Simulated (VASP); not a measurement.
Runs of VASP 6.6.1 on TaN. The structure is that of space group Pm-3m (No. 221), or close to it. The cells are those of the table. 

```csv
task,level,spin,U,cell,k mesh,smearing,gap on the mesh (eV),pressure (GPa)
single point,PBEsol+U,"collinear, ferromagnetic start",Ta d U = 4.0 eV,"a = 2.732 Å, 2 atoms",7 × 7 × 7,gaussian 0.05 eV,none,10.8
single point,PBE,off,-,"a = 2.695 Å, 2 atoms",10 × 10 × 10,fermi-dirac 0.05 eV,none,22.2
single point,PBE,off,-,"a = 2.732 Å, 2 atoms",10 × 10 × 10,fermi-dirac 0.05 eV,none,(a)
single point,PBE,off,-,"a = 2.677 Å, 2 atoms",10 × 10 × 10,fermi-dirac 0.05 eV,none,31.3
```

Alike in all rows: potentials or basis VASP PAW PBE potentials, release 64 (Ta_pv, N); cutoff (eV) 520.

**Question.** Fill in the values left out.

**Answer.** (a) 7.5.

Caveats: spin-orbit coupling is left out, which moves the levels of the heavy elements; the PAW data sets were made with another functional, which shifts forces and pressure a little (some runs).

A k mesh can miss the band edges, and the runs leave out spin-orbit coupling on Ta.

A gap of «none» marks levels without a gap at the run's occupations.
